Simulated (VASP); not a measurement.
# TiGe (F-43m) in VASP: further runs

The runs below take TiGe through single point, with PBE.

Everything below comes from runs of VASP 6.6.1. Logs are shortened: lines on timing, memory, paths and dates and some standing lists are left out, and cuts for length are marked.

### Step 1. The cell of the first run

It takes space group F-43m (No. 216, cubic). Conventional cell: a = 5.713 Å, b = 5.713 Å, c = 5.713 Å, α = 90.00°, β = 90.00°, γ = 90.00°. Ti (site symmetry -43m) has 4 Ge at 2.47 Å within 3.3 Å. Ge (site symmetry -43m) has 4 Ti at 2.47 Å within 3.3 Å.

### Step 2. Single point, PBE

Input file INCAR:

```
SYSTEM = TiGe
PREC = Accurate
ENCUT = 500
EDIFF = 1E-6
ISMEAR = 0
SIGMA = 0.05
LREAL = .FALSE.
LASPH = .TRUE.
NELM = 120
ALGO = Normal
ISIF = 2
LWAVE = .FALSE.
LCHARG = .TRUE.
GGA = PE
LELF = .TRUE.
LVHAR = .TRUE.
NBANDS = 20
GGA_COMPAT = .FALSE.
```

Input file KPOINTS:

```
regular mesh
0
G
  6 6 6
  0 0 0
```

Input file POSCAR:

```
TiGe
1.0
    0.0000000000      2.8564981918      2.8564981918
    2.8564981918      0.0000000000      2.8564981918
    2.8564981918      2.8564981918      0.0000000000
Ti Ge
1 1
Direct
    0.0000000000      0.0000000000      0.0000000000
    0.2500000000      0.2500000000      0.2500000000
```

Potentials or basis: VASP PAW PBE potentials, release 64 (Ti_sv, Ge_d).

Started as:

```console
$ cat potpaw_PBE.64/Ti_sv/POTCAR potpaw_PBE.64/Ge_d/POTCAR > POTCAR
$ mpirun -np 1 vasp_std > vasp.out
```

OUTCAR:

```text
SYSTEM = TiGe
   PREC = Accurate
   ENCUT = 500
   EDIFF = 1E-6
   ISMEAR = 0
   LREAL = .FALSE.
   LASPH = .TRUE.
   NELM = 120
   ISIF = 2
   GGA = PE

 ion  position               nearest neighbor table
   1  0.000  0.000  0.000-   2 2.47   2 2.47   2 2.47   2 2.47
   2  0.250  0.250  0.250-   1 2.47   1 2.47   1 2.47   1 2.47

  LATTYP: Found a face centered cubic cell.
 ALAT       =     5.7129963836

  Lattice vectors:

 A1 = (   0.0000000000,   2.8564981918,   2.8564981918)
 A2 = (   2.8564981918,   0.0000000000,   2.8564981918)
 A3 = (   2.8564981918,   2.8564981918,   0.0000000000)

Analysis of symmetry for initial positions (statically):
=====================================================================
 Subroutine PRICEL returns:
 Original cell was already a primitive cell.

 Routine SETGRP: Setting up the symmetry group for a
 face centered cubic supercell.

 Subroutine GETGRP returns: Found 24 space group operations
 (whereof 24 operations were pure point group operations)
 out of a pool of 48 trial point group operations.

The static configuration has the point symmetry T_d .

Analysis of symmetry for dynamics (positions and initial velocities):
=====================================================================
 Subroutine PRICEL returns:
 Original cell was already a primitive cell.

 Routine SETGRP: Setting up the symmetry group for a
 face centered cubic supercell.

 Subroutine GETGRP returns: Found 24 space group operations
 (whereof 24 operations were pure point group operations)
 out of a pool of 48 trial point group operations.

The dynamic configuration has the point symmetry T_d .

 Subroutine INISYM returns: Found 24 space group operations
 (whereof 24 operations are pure point group operations),
 and found     1 'primitive' translations

----------------------------------------------------------------------------------------

                                     Primitive cell

  volume of cell :      46.6157

  direct lattice vectors                    reciprocal lattice vectors
     0.000000000  2.856498192  2.856498192    -0.175039495  0.175039495  0.175039495
     2.856498192  0.000000000  2.856498192     0.175039495 -0.175039495  0.175039495
     2.856498192  2.856498192  0.000000000     0.175039495  0.175039495 -0.175039495

  length of vectors
     4.039698484  4.039698484  4.039698484     0.303177298  0.303177298  0.303177298

  position of ions in fractional coordinates (direct lattice)
     0.000000000  0.000000000  0.000000000
     0.250000000  0.250000000  0.250000000

  ion indices of the primitive-cell ions
   primitive index   ion index
                 1           1
                 2           2

----------------------------------------------------------------------------------------

 KPOINTS: regular mesh

Automatic generation of k-mesh.
 Grid dimensions read from file:
 generate k-points for:    6    6    6

 Generating k-lattice:

  Cartesian coordinates                     Fractional coordinates (reciprocal lattice)
    -0.029173249  0.029173249  0.029173249     0.166666667  0.000000000  0.000000000
     0.029173249 -0.029173249  0.029173249     0.000000000  0.166666667  0.000000000
     0.029173249  0.029173249 -0.029173249     0.000000000  0.000000000  0.166666667

  Length of vectors
     0.050529550  0.050529550  0.050529550

  Shift w.r.t. Gamma in fractional coordinates (k-lattice)
     0.000000000  0.000000000  0.000000000

 Subroutine IBZKPT returns following result:
 ===========================================

 Found     16 irreducible k-points:

 Following reciprocal coordinates:
            Coordinates               Weight
  0.000000  0.000000  0.000000      1.000000
  0.166667  0.000000  0.000000      8.000000
  0.333333  0.000000  0.000000      8.000000
  0.500000  0.000000  0.000000      4.000000
  0.166667  0.166667  0.000000      6.000000
  0.333333  0.166667  0.000000     24.000000
[... 8 lines left out ...]
 -0.333333  0.333333  0.166667     24.000000
 -0.333333  0.500000  0.166667     12.000000
   k-points           NKPTS =     16   k-points in BZ     NKDIM =     16   number of bands    NBANDS=     20
   number of dos      NEDOS =    301   number of ions     NIONS =      2
   total plane-waves  NPLWV =  27000
   dimension x,y,z NGX =    30 NGY =   30 NGZ =   30
   dimension x,y,z NGXF=    60 NGYF=   60 NGZF=   60
   ions per type =               1   1
   NGX,Y,Z   is equivalent  to a cutoff of  12.35, 12.35, 12.35 a.u.
   NGXF,Y,Z  is equivalent  to a cutoff of  24.69, 24.69, 24.69 a.u.
 SYSTEM =  TiGe
   PREC   = accura    normal or accurate (medium, high low for compatibility)
   ISTART =      0    job   : 0-new  1-cont  2-samecut
   ICHARG =      2    charge: 1-file 2-atom 10-const
   ISPIN  =      1    spin polarized calculation?
   LNONCOLLINEAR =      F non collinear calculations
   LSORBIT =      F    spin-orbit coupling
   LASPH  =      T    aspherical Exc in radial PAW
   ENCUT  =  500.0 eV  36.75 Ry    6.06 a.u.   7.37  7.37  7.37*2*pi/ulx,y,z
   NELM   =    120;   NELMIN=  2; NELMDL= -5     # of ELM steps
   EDIFF  = 0.1E-05   stopping-criterion for ELM
   LREAL  =      F    real-space projection
   EDIFFG = 0.1E-04   stopping-criterion for IOM
   NSW    =      0    number of steps for IOM
   IBRION =     -1    ionic relax: 0-MD 1-quasi-New 2-CG
   NFREE  =      0    steps in history (QN), initial steepest desc. (CG)
   ISIF   =      2    stress and relaxation
   ISYM   =      2    0-nonsym 1-usesym 2-fastsym
   POTIM  = 0.5000    time-step for ionic-motion
   TEBEG  =    0.0;   TEEND  =   0.0 temperature during run
   PSTRESS=    0.0 pullay stress
   NELECT =      26.0000    total number of electrons
   NUPDOWN=      -1.0000    fix difference up-down
   EMIN   =  10.00;   EMAX   =-10.00  energy-range for DOS
   EFERMI =   0.00;   METHOD = LEGACY
   ISMEAR =     0;   SIGMA  =   0.05  broadening in eV -4-tet -1-fermi 0-gaus
   EFERMI_NEDOS =   21; number of points for ismear=-14 and -15
   IALGO  =     38    algorithm
   IMIX   =      4    mixing-type and parameters
     AMIX     =   0.40;   BMIX     =  1.00
     AMIX_MAG =   1.60;   BMIX_MAG =  1.00
  volume/ion in A,a.u.               =      23.31       157.29
  Fermi-wavevector in a.u.,A,eV,Ry     =   1.347582  2.546561 24.707885  1.815978
  Thomas-Fermi vector in A             =   2.475321
   LORBIT       =      0    0 simple, 1 ext, 2 COOP (PROOUT), +10 PAW based schemes
   GGA     = PE    functional components
   LHFCALC =     F    Hartree Fock is set to
   AEXX    =    0.0000 exact exchange contribution
   IVDW    =     0    specifies the selected vdW correction
   LEPSILON=     F    determine dielectric tensor
   LRPA    =     F    only Hartree local field effects (RPA)
 non-spin polarized calculation
 Gauss-broadening in eV      SIGMA  =   0.05
  energy-cutoff  :      500.00
  volume of cell :       46.62
 maximum number of plane-waves:      1243
 NGX is ok and might be reduce to    30
   NGX = 15   NGY = 15   NGZ = 15

 number of electron      25.9999995 magnetization

 Free energy of the ion-electron system (eV)
  ---------------------------------------------------
  ext. energy  EPLUGINS =         0.00000000
  ---------------------------------------------------
  free energy    TOTEN  =       -11.46531267 eV

  energy without entropy =      -11.46518904  energy(sigma->0) =      -11.46525085

 E-fermi :   4.2954     XC(G=0):  -9.8441

 val. band max:        4.2163870191   @ k =   0.5000   0.5000   0.0000
 cond. band min:       4.3648592184   @ k =   0.5000   0.5000   0.0000
 fundamental gap:      0.1484721993
 Fermi energy:         4.2954284201

 k-point     1 :       0.0000    0.0000    0.0000
  band No.  band energies     occupation
      1     -52.7127      2.00000
      2     -28.9772      2.00000
      3     -28.9772      2.00000
      4     -28.9772      2.00000
      5     -18.7930      2.00000
      6     -18.7930      2.00000
[... 12 lines left out ...]
     19      10.7906      0.00000
     20      12.8169      0.00000

 k-point     2 :       0.1667    0.0000    0.0000
  band No.  band energies     occupation
      1     -52.7123      2.00000
      2     -28.9826      2.00000
      3     -28.9779      2.00000
      4     -28.9778      2.00000
      5     -18.7956      2.00000
      6     -18.7938      2.00000
[... 12 lines left out ...]
     19      10.5397      0.00000
     20      13.1293      0.00000

 k-point     3 :       0.3333    0.0000    0.0000
  band No.  band energies     occupation
      1     -52.7115      2.00000
      2     -28.9934      2.00000
      3     -28.9792      2.00000
      4     -28.9792      2.00000
      5     -18.8010      2.00000
      6     -18.7946      2.00000
[... 12 lines left out ...]
     19      10.7860      0.00000
     20      13.6415      0.00000

 k-point     4 :       0.5000    0.0000    0.0000
  band No.  band energies     occupation
      1     -52.7111      2.00000
      2     -28.9988      2.00000
      3     -28.9799      2.00000
      4     -28.9799      2.00000
      5     -18.8038      2.00000
      6     -18.7948      2.00000
[... 12 lines left out ...]
     19      10.6616      0.00000
     20      13.5263      0.00000

 k-point     5 :       0.1667    0.1667    0.0000
  band No.  band energies     occupation
      1     -52.7121      2.00000
      2     -28.9827      2.00000
      3     -28.9789      2.00000
      4     -28.9789      2.00000
      5     -18.7971      2.00000
      6     -18.7936      2.00000
[... 12 lines left out ...]
     19      10.9567      0.00000
     20      12.2233      0.00000
[... 169 lines left out ...]
      6     -18.7957      2.00000
[... 12 lines left out ...]
     19      10.7223      0.00000
     20      11.6456      0.00000

 k-point    14 :       0.5000    0.3333    0.1667
  band No.  band energies     occupation
      1     -52.7110      2.00000
      2     -28.9938      2.00000
      3     -28.9855      2.00000
      4     -28.9816      2.00000
      5     -18.8023      2.00000
      6     -18.7973      2.00000
[... 12 lines left out ...]
     19      12.0876      0.00000
     20      12.6538      0.00000

 k-point    15 :      -0.3333    0.3333    0.1667
  band No.  band energies     occupation
      1     -52.7107      2.00000
      2     -28.9944      2.00000
      3     -28.9883      2.00000
      4     -28.9826      2.00000
      5     -18.8021      2.00000
      6     -18.7997      2.00000
[... 12 lines left out ...]
     19      12.1094      0.00000
     20      13.2457      0.00000

 k-point    16 :      -0.3333    0.5000    0.1667
  band No.  band energies     occupation
      1     -52.7106      2.00000
      2     -28.9957      2.00000
      3     -28.9876      2.00000
      4     -28.9842      2.00000
      5     -18.8040      2.00000
      6     -18.7985      2.00000
[... 12 lines left out ...]
     19      11.8305      0.00000
     20      13.0131      0.00000

------------------------ aborting loop because EDIFF is reached ----------------------------------------

  FORCE on cell =-STRESS in cart. coord.  units (eV):
  Direction    XX          YY          ZZ          XY          YZ          ZX
  --------------------------------------------------------------------------------------
  -------------------------------------------------------------------------------------
  Total        1.3943353      1.3943353      1.3943353      0.0000000      0.0000000      0.0000000
  in kB       47.9232164     47.9232164     47.9232164      0.0000000      0.0000000      0.0000000
  external PRESSURE =      47.9232164 kB  Pullay stress =       0.0000000 kB

 VOLUME and BASIS-vectors are now :
 -----------------------------------------------------------------------------
  energy-cutoff  :      500.00
  volume of cell :       46.62
      direct lattice vectors                 reciprocal lattice vectors
     0.000000000  2.856498192  2.856498192    -0.175039495  0.175039495  0.175039495
     2.856498192  0.000000000  2.856498192     0.175039495 -0.175039495  0.175039495
     2.856498192  2.856498192  0.000000000     0.175039495  0.175039495 -0.175039495

 POSITION                                       TOTAL-FORCE (eV/Angst)
 -----------------------------------------------------------------------------------
      0.00000      0.00000      0.00000         0.000000      0.000000      0.000000
      1.42825      1.42825      1.42825        -0.000000     -0.000000     -0.000000
 -----------------------------------------------------------------------------------
    total drift:                               -0.000000     -0.000000     -0.000000

  FREE ENERGIE OF THE ION-ELECTRON SYSTEM (eV)
  ---------------------------------------------------
  free  energy   TOTEN  =       -11.4653126663 eV

  energy  without entropy=      -11.4651890421  energy(sigma->0) =      -11.46525085
```

Wall time 16 s (1 thread of Intel Xeon Platinum 8259CL at 2.50GHz (Skylake/Cascade Lake), shared host); peak memory 0.17 GiB.

Results:

| Quantity | Value |
| --- | --- |
| Free energy | -11.4653 eV |
| Pressure | 4.8 GPa |
| Band gap on the k mesh | 0.15 eV, direct |

Levels at points of the mesh, in eV from the valence-band top:
| k point | band 9 | band 10 | band 11 | band 12 | band 13 | band 14 | band 15 | band 16 | band 17 | band 18 |
| --- | --- | --- | --- | --- | --- | --- | --- | --- | --- | --- |
| (0.00, 0.00, 0.00) | -23.00 | -8.86 | -1.05 | -1.05 | -1.05 | 1.13 | 1.13 | 5.22 | 6.57 | 6.57 |
| (0.50, 0.00, 0.00) | -23.00 | -7.46 | -2.74 | -0.76 | -0.76 | 1.34 | 1.34 | 1.56 | 4.44 | 4.44 |
| (0.50, 0.50, 0.00) | -22.99 | -6.98 | -2.81 | 0.00 | 0.00 | 0.15 | 1.53 | 1.87 | 2.15 | 2.15 |

A k mesh can miss the band edges.

### Step 3. Single point, PBE

This run uses another cell than the first one, of 24.22 Å³/atom, 1.039 times its volume.

Input file INCAR:

```
PREC = Accurate
ENCUT = 500
EDIFF = 1E-6
ISMEAR = 0
SIGMA = 0.05
LREAL = False
LASPH = True
NELM = 120
ALGO = Normal
ISIF = 2
LWAVE = False
LCHARG = True
GGA = PE
LELF = True
LVHAR = True
NBANDS = 20
GGA_COMPAT = False
```

Input file KPOINTS:

```
regular mesh
0
Gamma
  6 6 6
```

Input file POSCAR:

```
TiGe
1.0
    0.0000000000      2.8933492512      2.8933492512
    2.8933492512      0.0000000000      2.8933492512
    2.8933492512      2.8933492512      0.0000000000
Ti Ge
1 1
Direct
    0.0000000000      0.0000000000      0.0000000000
    0.2500000000      0.2500000000      0.2500000000
```

Potentials or basis: VASP PAW PBE potentials, release 64 (Ti_sv, Ge_d).

Started as:

```console
$ cat potpaw_PBE.64/Ti_sv/POTCAR potpaw_PBE.64/Ge_d/POTCAR > POTCAR
$ mpirun -np 1 vasp_std > vasp.out
```

Run time: 16 s. Hardware: 1 thread of Intel Xeon Platinum 8259CL at 2.50GHz (Skylake/Cascade Lake), shared host; peak memory 0.17 GiB.

It converged, with:

```
Free energy            : -11.5034 eV
Pressure               : 2.0 GPa
Band gap on the k mesh : 0.21 eV, direct
```

Levels at points of the mesh, in eV from the valence-band top:
```tsv
k point	band 10	band 11	band 12	band 13	band 14	band 15	band 16	band 17
(0.00, 0.00, 0.00)	-8.70	-0.98	-0.98	-0.98	1.11	1.11	5.02	6.33
(0.50, 0.00, 0.00)	-7.38	-2.63	-0.71	-0.71	1.30	1.30	1.51	4.29
(0.50, 0.50, 0.00)	-6.92	-2.68	0.00	0.00	0.21	1.49	1.78	2.10
```
